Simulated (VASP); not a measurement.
Write the native input for VASP 6.6.1 that does the following.

| Property | Result |
| --- | --- |
| Task | single point |
| Functional | r2SCANh |
| Potentials or basis | VASP PAW PBE potentials, release 64 (Na_sv, H) |
| Cutoff | 930 eV |
| k mesh | 2 × 2 × 2 |
| Occupations | gaussian, width 0.01 eV |
| Spin | no spin polarisation |
| Dipole correction | no |
| Grid for exact exchange (PRECFOCK) | Normal |
| Further INCAR settings | ALGO = Normal; EDIFF = 1e-06; NBANDS = 12 |
| Share of exact exchange | 0.1 |

NaH:

```xyz
2
Lattice="2.9551 0.0000 0.0000 0.0000 2.9551 0.0000 0.0000 0.0000 2.9551" Properties=species:S:1:pos:R:3 pbc="T T T"
Na    0.0000    0.0000    0.0000
H     1.4776    1.4776    1.4776
```

The input as run:

POSCAR

```
NaH
1.0
    2.9551240000      0.0000000000      0.0000000000
    0.0000000000      2.9551240000      0.0000000000
    0.0000000000      0.0000000000      2.9551240000
Na H
1 1
Direct
    0.0000000000      0.0000000000      0.0000000000
    0.5000000000      0.5000000000      0.5000000000
```

INCAR.step1

```
SYSTEM = NaH
ALGO     = Normal         ! electronic algorithm
EDIFF    = 1E-5           ! SCF threshold, eV
ENCUT    = 930            ! plane-wave cutoff, eV
GGA      = PE             ! functional
GGA_COMPAT= .FALSE.      
ISIF     = 2              ! what is computed and relaxed
ISMEAR   = 0              ! smearing method
LASPH    = .TRUE.         ! aspherical terms in the spheres
LCHARG   = .FALSE.        ! write CHGCAR
LREAL    = .FALSE.        ! projectors in reciprocal space
LWAVE    = .TRUE.         ! write WAVECAR
NBANDS   = 12             ! bands
NELM     = 120            ! most SCF steps
PREC     = Accurate       ! precision mode
SIGMA    = 0.01           ! smearing width, eV
```

INCAR.step2

```
SYSTEM = NaH
AEXX     = 0.1            ! exact-exchange fraction
ALGO     = Normal         ! electronic algorithm
EDIFF    = 1E-6           ! SCF threshold, eV
ENCUT    = 930            ! plane-wave cutoff, eV
GGA_COMPAT= .FALSE.      
ISIF     = 2              ! what is computed and relaxed
ISMEAR   = 0              ! smearing method
ISTART   = 1            
LASPH    = .TRUE.         ! aspherical terms in the spheres
LCHARG   = .FALSE.        ! write CHGCAR
LHFCALC  = .TRUE.         ! exact exchange
LMIXTAU  = .TRUE.       
LREAL    = .FALSE.        ! projectors in reciprocal space
LWAVE    = .FALSE.        ! write WAVECAR
METAGGA  = R2SCAN         ! meta-GGA
NBANDS   = 12             ! bands
NELM     = 120            ! most SCF steps
PREC     = Accurate       ! precision mode
PRECFOCK = Normal       
SIGMA    = 0.01           ! smearing width, eV
```

KPOINTS

```
k-points
0
G
  2 2 2
  0 0 0
```

Potentials or basis: VASP PAW PBE potentials, release 64 (Na_sv, H).

Run with:

```console
$ cat potpaw_PBE.64/Na_sv/POTCAR potpaw_PBE.64/H/POTCAR > POTCAR
$ cp INCAR.step1 INCAR
$ mpirun -np 1 vasp_std > vasp.out
$ cp INCAR.step2 INCAR
$ mpirun -np 1 vasp_std > vasp.out
```

It gave:

The pressure is 2.0 GPa. The band gap on the k mesh is 2.01 eV (least direct gap 5.64 eV).

Caveat: the k points lie up to 1.06 Å⁻¹ apart; the PAW data sets were made with another functional, which shifts forces and pressure a little.

Wall time 17 s on 1 thread of Intel(R) Xeon(R) Platinum 8375C CPU @ 2.90GHz (Ice Lake), on a shared host, peak memory 0.17 GiB.
